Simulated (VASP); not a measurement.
# Cu3F2 (P-3m1) in VASP: notebook

Runs on Cu3F2. Level: PBE. Tasks: single point, relaxation of cell and atoms.

All numbers are computed with VASP 6.6.1; they aren't measurements. Logs are shortened: lines on timing, memory, paths and dates and some standing lists are left out, and cuts for length are marked.

### Step 1. The cell of the first run

It takes space group P-3m1 (No. 164, trigonal). The conventional cell has a = 2.746 Å, b = 2.746 Å, c = 8.558 Å, α = 90.00°, β = 90.00°, γ = 120.00°. Cu (site symmetry -3m) has 6 F at 2.27 Å and 6 Cu at 2.75 Å within 3.0 Å. Within 3.1 Å of Cu (site symmetry 3m) lie 3 F at 2.32 Å and 9 Cu at 2.48 to 2.75 Å. Within 3.0 Å of F (site symmetry 3m) lie 6 Cu at 2.27 to 2.32 Å and 6 F at 2.75 Å.

### Step 2. Single point, PBE

Contents of INCAR:

```
SYSTEM = Cu3F2
PREC = Accurate ; ENCUT = 520
EDIFF = 1E-7 ; ISMEAR = 0
SIGMA = 0.1 ; LREAL = .FALSE.
LASPH = .TRUE. ; NELM = 60
ALGO = Normal ; ISIF = 2
LWAVE = .FALSE. ; LCHARG = .TRUE.
GGA = PE ; LELF = .TRUE.
LVHAR = .TRUE. ; NBANDS = 32
```

Contents of KPOINTS:

```
Automatic mesh
0
G
  6 6 4
  0 0 0
```

Contents of POSCAR:

```
Cu3F2
1.0
    2.7462851902      0.0000000000      0.0000000000
   -1.3731425951      2.3783527407      0.0000000000
    0.0000000000      0.0000000000      8.5584663846
Cu F
3 2
Direct
    0.0000000000      0.0000000000      0.0000000000
    0.3333333333      0.6666666667      0.6116190027
    0.6666666667      0.3333333333      0.3883809973
    0.3333333333      0.6666666667      0.1905737753
    0.6666666667      0.3333333333      0.8094262247
```

Potentials or basis: VASP PAW PBE potentials, release 64 (Cu, F).

Started as:

```bash
$ cat potpaw_PBE.64/Cu/POTCAR potpaw_PBE.64/F/POTCAR > POTCAR
$ mpirun -np 1 vasp_std > vasp.out
```

OUTCAR:

```text
SYSTEM = Cu3F2
   PREC = Accurate
   ENCUT = 520
   EDIFF = 1E-7
   ISMEAR = 0
   LREAL = .FALSE.
   LASPH = .TRUE.
   NELM = 60
   ISIF = 2
   GGA = PE

 ion  position               nearest neighbor table
   1  0.000  0.000  0.000-   4 2.27   5 2.27   4 2.27   5 2.27   5 2.27   4 2.27
   2  0.333  0.667  0.612-   5 2.32   5 2.32   5 2.32   3 2.48   3 2.48   3 2.48
   3  0.667  0.333  0.388-   4 2.32   4 2.32   4 2.32   2 2.48   2 2.48   2 2.48
   4  0.333  0.667  0.191-   1 2.27   1 2.27   1 2.27   3 2.32   3 2.32   3 2.32
   5  0.667  0.333  0.809-   1 2.27   1 2.27   1 2.27   2 2.32   2 2.32   2 2.32

  LATTYP: Found a hexagonal cell.
 ALAT       =     2.7462851902
 C/A-ratio  =     3.1163793240

  Lattice vectors:

 A1 = (   2.7462851902,   0.0000000000,   0.0000000000)
 A2 = (  -1.3731425951,   2.3783527407,   0.0000000000)
 A3 = (   0.0000000000,   0.0000000000,   8.5584663846)

Analysis of symmetry for initial positions (statically):
=====================================================================
 Subroutine PRICEL returns:
 Original cell was already a primitive cell.

 Routine SETGRP: Setting up the symmetry group for a
 hexagonal supercell.

 Subroutine GETGRP returns: Found 12 space group operations
 (whereof 12 operations were pure point group operations)
 out of a pool of 24 trial point group operations.

The static configuration has the point symmetry D_3d.

Analysis of symmetry for dynamics (positions and initial velocities):
=====================================================================
 Subroutine PRICEL returns:
 Original cell was already a primitive cell.

 Routine SETGRP: Setting up the symmetry group for a
 hexagonal supercell.

 Subroutine GETGRP returns: Found 12 space group operations
 (whereof 12 operations were pure point group operations)
 out of a pool of 24 trial point group operations.

The dynamic configuration has the point symmetry D_3d.

 Subroutine INISYM returns: Found 12 space group operations
 (whereof 12 operations are pure point group operations),
 and found     1 'primitive' translations

----------------------------------------------------------------------------------------

                                     Primitive cell

  volume of cell :      55.9008

  direct lattice vectors                    reciprocal lattice vectors
     2.746285190  0.000000000  0.000000000     0.364128243  0.210229539  0.000000000
    -1.373142595  2.378352741  0.000000000     0.000000000  0.420459078  0.000000000
     0.000000000  0.000000000  8.558466385     0.000000000  0.000000000  0.116843364

  length of vectors
     2.746285190  2.746285190  8.558466385     0.420459078  0.420459078  0.116843364

  position of ions in fractional coordinates (direct lattice)
     0.000000000  0.000000000  0.000000000
     0.333333333  0.666666667  0.611619003
     0.666666667  0.333333333  0.388380997
     0.333333333  0.666666667  0.190573775
     0.666666667  0.333333333  0.809426225

  ion indices of the primitive-cell ions
   primitive index   ion index
                 1           1
                 2           2
                 3           3
                 4           4
                 5           5

----------------------------------------------------------------------------------------

 KPOINTS: Automatic mesh

Automatic generation of k-mesh.
 Grid dimensions read from file:
 generate k-points for:    6    6    4

 Generating k-lattice:

  Cartesian coordinates                     Fractional coordinates (reciprocal lattice)
     0.060688040  0.035038256  0.000000000     0.166666667  0.000000000  0.000000000
     0.000000000  0.070076513  0.000000000     0.000000000  0.166666667  0.000000000
     0.000000000  0.000000000  0.029210841     0.000000000  0.000000000  0.250000000

  Length of vectors
     0.070076513  0.070076513  0.029210841

  Shift w.r.t. Gamma in fractional coordinates (k-lattice)
     0.000000000  0.000000000  0.000000000

 Subroutine IBZKPT returns following result:
 ===========================================

 Found     24 irreducible k-points:

 Following reciprocal coordinates:
            Coordinates               Weight
  0.000000  0.000000  0.000000      1.000000
  0.166667 -0.000000  0.000000      6.000000
  0.333333  0.000000  0.000000      6.000000
  0.500000  0.000000  0.000000      3.000000
  0.166667  0.166667  0.000000      6.000000
  0.333333  0.166667  0.000000     12.000000
[... 16 lines left out ...]
  0.333333  0.166667  0.500000     12.000000
  0.333333  0.333333  0.500000      2.000000
   k-points           NKPTS =     24   k-points in BZ     NKDIM =     24   number of bands    NBANDS=     32
   number of dos      NEDOS =    301   number of ions     NIONS =      5
   total plane-waves  NPLWV =  25600
   dimension x,y,z NGX =    20 NGY =   20 NGZ =   64
   dimension x,y,z NGXF=    40 NGYF=   40 NGZF=  128
   ions per type =               3   2
   NGX,Y,Z   is equivalent  to a cutoff of  12.11, 12.11, 12.43 a.u.
   NGXF,Y,Z  is equivalent  to a cutoff of  24.21, 24.21, 24.86 a.u.
 SYSTEM =  Cu3F2
   PREC   = accura    normal or accurate (medium, high low for compatibility)
   ISTART =      0    job   : 0-new  1-cont  2-samecut
   ICHARG =      2    charge: 1-file 2-atom 10-const
   ISPIN  =      1    spin polarized calculation?
   LNONCOLLINEAR =      F non collinear calculations
   LSORBIT =      F    spin-orbit coupling
   LASPH  =      T    aspherical Exc in radial PAW
   ENCUT  =  520.0 eV  38.22 Ry    6.18 a.u.   5.11  5.11 15.91*2*pi/ulx,y,z
   NELM   =     60;   NELMIN=  2; NELMDL= -5     # of ELM steps
   EDIFF  = 0.1E-06   stopping-criterion for ELM
   LREAL  =      F    real-space projection
   EDIFFG = 0.1E-05   stopping-criterion for IOM
   NSW    =      0    number of steps for IOM
   IBRION =     -1    ionic relax: 0-MD 1-quasi-New 2-CG
   NFREE  =      0    steps in history (QN), initial steepest desc. (CG)
   ISIF   =      2    stress and relaxation
   ISYM   =      2    0-nonsym 1-usesym 2-fastsym
   POTIM  = 0.5000    time-step for ionic-motion
   TEBEG  =    0.0;   TEEND  =   0.0 temperature during run
   PSTRESS=    0.0 pullay stress
   NELECT =      47.0000    total number of electrons
   NUPDOWN=      -1.0000    fix difference up-down
   EMIN   =  10.00;   EMAX   =-10.00  energy-range for DOS
   EFERMI =   0.00;   METHOD = LEGACY
   ISMEAR =     0;   SIGMA  =   0.10  broadening in eV -4-tet -1-fermi 0-gaus
   EFERMI_NEDOS =   21; number of points for ismear=-14 and -15
   IALGO  =     38    algorithm
   IMIX   =      4    mixing-type and parameters
     AMIX     =   0.40;   BMIX     =  1.00
     AMIX_MAG =   1.60;   BMIX_MAG =  1.00
  volume/ion in A,a.u.               =      11.18        75.45
  Fermi-wavevector in a.u.,A,eV,Ry     =   1.545141  2.919893 32.483382  2.387461
  Thomas-Fermi vector in A             =   2.650562
   LORBIT       =      0    0 simple, 1 ext, 2 COOP (PROOUT), +10 PAW based schemes
   GGA     = PE    functional components
   LHFCALC =     F    Hartree Fock is set to
   AEXX    =    0.0000 exact exchange contribution
   IVDW    =     0    specifies the selected vdW correction
   LEPSILON=     F    determine dielectric tensor
   LRPA    =     F    only Hartree local field effects (RPA)
 non-spin polarized calculation
 Gauss-broadening in eV      SIGMA  =   0.10
  energy-cutoff  :      520.00
  volume of cell :       55.90
 maximum number of plane-waves:      1520
   NGX = 11   NGY = 11   NGZ = 31

 number of electron      47.0000023 magnetization

 Free energy of the ion-electron system (eV)
  ---------------------------------------------------
  ext. energy  EPLUGINS =         0.00000000
  ---------------------------------------------------
  free energy    TOTEN  =       -18.34967091 eV

  energy without entropy =      -18.34465601  energy(sigma->0) =      -18.34716346

 E-fermi :   4.8951     XC(G=0): -11.7036

 val. band max:        4.8517853104   @ k =   0.3333   0.0000   0.5000
 cond. band min:       4.8969362080   @ k =   0.0000   0.3333   0.2500
 fundamental gap:      0.0451508976
 Fermi energy:         4.8950617643

 k-point     1 :       0.0000    0.0000    0.0000
  band No.  band energies     occupation
      1     -18.9080      2.00000
      2     -18.8250      2.00000
      3      -3.2342      2.00000
      4      -1.5442      2.00000
      5      -0.7678      2.00000
      6       1.0332      2.00000
[... 24 lines left out ...]
     31      24.3442      0.00000
     32      24.3459      0.00000

 k-point     2 :       0.1667   -0.0000    0.0000
  band No.  band energies     occupation
      1     -18.7616      2.00000
      2     -18.6948      2.00000
      3      -2.7088      2.00000
      4      -1.3735      2.00000
      5      -0.5952      2.00000
      6       0.3061      2.00000
[... 24 lines left out ...]
     31      21.1157      0.00000
     32      21.3890      0.00000

 k-point     3 :       0.3333    0.0000    0.0000
  band No.  band energies     occupation
      1     -18.4536      2.00000
      2     -18.4231      2.00000
      3      -1.6175      2.00000
      4      -1.3291      2.00000
      5      -1.2318      2.00000
      6      -0.8693      2.00000
[... 24 lines left out ...]
     31      16.8964      0.00000
     32      18.7224      0.00000

 k-point     4 :       0.5000    0.0000    0.0000
  band No.  band energies     occupation
      1     -18.2876      2.00000
      2     -18.2837      2.00000
      3      -1.9047      2.00000
      4      -1.6449      2.00000
      5      -1.0494      2.00000
      6      -0.9056      2.00000
[... 654 lines left out ...]
     31      17.4785      0.00000
     32      18.7979      0.00000

 k-point    23 :       0.3333    0.1667    0.5000
  band No.  band energies     occupation
      1     -18.2925      2.00000
      2     -18.2823      2.00000
      3      -1.5791      2.00000
      4      -1.3561      2.00000
      5      -1.0317      2.00000
      6      -0.8692      2.00000
[... 24 lines left out ...]
     31      15.8355      0.00000
     32      16.6382      0.00000

 k-point    24 :       0.3333    0.3333    0.5000
  band No.  band energies     occupation
      1     -18.2114      2.00000
      2     -18.2114      2.00000
      3      -1.0194      2.00000
      4      -0.9437      2.00000
      5      -0.9437      2.00000
      6      -0.8188      2.00000
[... 24 lines left out ...]
     31      13.9325      0.00000
     32      13.9325      0.00000

------------------------ aborting loop because EDIFF is reached ----------------------------------------

  FORCE on cell =-STRESS in cart. coord.  units (eV):
  Direction    XX          YY          ZZ          XY          YZ          ZX
  --------------------------------------------------------------------------------------
  -------------------------------------------------------------------------------------
  Total       -0.0183840     -0.0183840     -0.0653442     -0.0000000     -0.0000000      0.0000000
  in kB       -0.5269057     -0.5269057     -1.8728363     -0.0000000     -0.0000000      0.0000000
  external PRESSURE =      -0.9755492 kB  Pullay stress =       0.0000000 kB

 VOLUME and BASIS-vectors are now :
 -----------------------------------------------------------------------------
  energy-cutoff  :      520.00
  volume of cell :       55.90
      direct lattice vectors                 reciprocal lattice vectors
     2.746285190  0.000000000  0.000000000     0.364128243  0.210229539  0.000000000
    -1.373142595  2.378352741  0.000000000     0.000000000  0.420459078  0.000000000
     0.000000000  0.000000000  8.558466385     0.000000000  0.000000000  0.116843364

 POSITION                                       TOTAL-FORCE (eV/Angst)
 -----------------------------------------------------------------------------------
      0.00000      0.00000      0.00000         0.000000      0.000000      0.000000
     -0.00000      1.58557      5.23452         0.000000      0.000000      0.024537
      1.37314      0.79278      3.32395         0.000000     -0.000000     -0.024537
     -0.00000      1.58557      1.63102        -0.000000     -0.000000      0.008417
      1.37314      0.79278      6.92745         0.000000      0.000000     -0.008417
 -----------------------------------------------------------------------------------
    total drift:                                0.000000     -0.000000     -0.000000

  FREE ENERGIE OF THE ION-ELECTRON SYSTEM (eV)
  ---------------------------------------------------
  free  energy   TOTEN  =       -18.3496709108 eV

  energy  without entropy=      -18.3446560147  energy(sigma->0) =      -18.34716346
```

It took 37 s on 1 thread of Intel Xeon Platinum 8488C (Sapphire Rapids), shared host; peak memory 0.18 GiB.

What came out:

```
Free energy   : -18.3497 eV
Pressure      : -0.1 GPa
Largest force : 0.025 eV/Å
```

Forces on the atoms (eV/Å):
```
Cu   0.000  0.000  0.000
Cu   0.000  0.000  0.025
Cu   0.000  0.000 -0.025
F    0.000  0.000  0.008
F    0.000  0.000 -0.008
```

Stress tensor (GPa, compression positive):
```
-0.05  0.00  0.00
 0.00 -0.05  0.00
 0.00  0.00 -0.19
```

Caveat: the k points lie up to 0.44 Å⁻¹ apart; an odd number of electrons without spin polarisation forces a metal; a magnetic or distorted state may lie lower. With open d or f shells a metallic result of PBE can be an artefact of self-interaction; +U or a hybrid may open a gap.

### Step 3. Relaxation of cell and atoms, PBE

This run uses another cell than the first one, of 11.65 Å³/atom, 1.042 times its volume.

Contents of INCAR:

```
SYSTEM = Cu3F2
PREC = Accurate ; ENCUT = 600
EDIFF = 1E-6 ; ISMEAR = 0
SIGMA = 0.1 ; LREAL = .False.
LASPH = .True. ; NELM = 60
ALGO = Normal ; ISIF = 3
LWAVE = .False. ; LCHARG = .False.
GGA = PE ; IBRION = 2
NSW = 90 ; EDIFFG = -0.04
```

Contents of KPOINTS:

```
regular mesh
0
Gamma
  6 6 4
  0 0 0
```

Contents of POSCAR:

```
Cu3F2
1.0
    3.5093919598      0.0000000000      0.0000000000
   -1.7546959799      3.0392225890      0.0000000000
    0.0000000000      0.0000000000      5.4600438359
Cu F
3 2
Direct
    0.0000000000      0.0000000000      0.0000000000
    0.3333333333      0.6666666667      0.6450000000
    0.6666666667      0.3333333333      0.3550000000
    0.3333333333      0.6666666667      0.2450000000
    0.6666666667      0.3333333333      0.7550000000
```

Potentials or basis: VASP PAW PBE potentials, release 64 (Cu, F).

Started as:

```bash
$ cat potpaw_PBE.64/Cu/POTCAR potpaw_PBE.64/F/POTCAR > POTCAR
$ mpirun -np 1 vasp_std > vasp.out
```

Wall time 20 min (1 thread of Intel Xeon Platinum 8488C (Sapphire Rapids), shared host); peak memory 0.21 GiB.

Results (log left out):

```yaml
Free_energy: -17.7672 eV
Relaxed_volume: 11.34 Å³/atom
Relaxed_cell: a = 2.924 Å, b = 2.924 Å, c = 7.660 Å, α = 90.00°, β = 90.00°, γ = 120.00°
Space_group_after_relaxing_to_0.05_Å: P-3m1 (No. 164)
Energy_gained_by_relaxing: 317.4 meV/atom
Ionic_steps: 37
Pressure_after_relaxing: 0.3 GPa
Largest_force_after_relaxing: 0.039 eV/Å
```

Forces on the atoms (eV/Å):
```
Cu   0.000  0.000  0.000
Cu   0.000  0.000  0.039
Cu   0.000  0.000 -0.039
F    0.000  0.000  0.017
F    0.000  0.000 -0.017
```

Stress tensor (GPa, compression positive):
```
0.14 0.00 0.00
0.00 0.14 0.00
0.00 0.00 0.52
```

The path:
```csv
step,energy change (eV),largest force (eV/Å),pressure (GPa),volume (Å³)
1,0.0000,0.8957,11.89,58.24
2,-0.2884,0.3932,-0.88,65.83
3,-0.2884,0.3987,-0.81,65.71
4,-0.3077,0.4075,-0.68,65.38
5,-0.3611,0.4292,-0.11,64.37
6,-0.4401,0.5630,1.61,62.38
7,-0.3340,1.4600,8.45,58.50
8,-0.4549,0.7366,2.70,61.54
9,-0.4665,0.7616,2.47,61.56
10,-0.4997,0.8335,2.25,61.62
11,-0.5584,0.9711,1.77,61.74
12,-0.5952,1.0694,1.59,61.97
13,-0.6017,1.0561,1.50,61.89
14,-0.6576,0.9845,0.54,62.38
15,-0.7828,0.7500,-1.52,63.84
16,-0.8134,0.8552,-3.22,66.75
17,-0.8377,0.6992,-3.00,65.67
18,-0.9431,0.7927,-1.14,64.37
19,-1.0010,0.9241,3.30,62.32
20,-1.1067,0.7711,2.61,62.94
21,-1.1821,1.4754,-0.24,64.36
22,-1.2031,1.1491,0.81,63.94
23,-1.3230,0.5496,-2.62,64.73
24,-1.3550,0.2996,-4.92,65.31
25,-1.4475,0.3235,-2.36,62.46
26,-1.4733,0.3352,0.12,60.29
27,-1.4733,0.3430,0.62,60.08
28,-1.4996,0.3098,0.58,59.62
29,-1.5554,0.1946,0.99,58.20
30,-1.5081,0.5994,3.04,55.26
31,-1.5673,0.1270,1.21,57.43
32,-1.5702,0.0771,-3.12,58.60
33,-1.5785,0.0923,-1.19,58.07
34,-1.5857,0.1227,-0.42,57.18
35,-1.5857,0.1397,-0.32,57.10
36,-1.5869,0.0207,0.58,56.56
37,-1.5871,0.0393,0.27,56.71
```

Final structure:
```xyz
5
Lattice="2.9239 0.0000 0.0000 -1.4619 2.5321 0.0000 0.0000 0.0000 7.6600" Properties=species:S:1:pos:R:3 pbc="T T T"
Cu    0.0000    0.0000    0.0000
Cu    0.0000    1.6881    4.6857
Cu    1.4619    0.8440    2.9742
F     0.0000    1.6881    1.4128
F     1.4619    0.8440    6.2472
```

Levels at points of the mesh, in eV from the Fermi level:
```
           k point  band 20  band 21  band 22  band 23  band 24  band 25  band 26  band 27  band 28
(0.00, 0.00, 0.00)    -1.07    -1.06    -1.06    -0.41    -0.41     0.85     1.57     7.93     8.46
(0.50, 0.00, 0.00)    -0.55    -0.53    -0.47    -0.22     1.64     1.66     5.29     5.35     6.49
(0.00, 0.00, 0.50)    -1.10    -1.07    -1.07    -0.49    -0.41    -0.41     4.37     4.48    11.97
(0.50, 0.00, 0.50)    -0.55    -0.52    -0.28    -0.28     1.25     1.85     5.14     5.75     6.43
```

Caveat: an odd number of electrons without spin polarisation forces a metal; a magnetic or distorted state may lie lower.

[end of part 1 of 2]
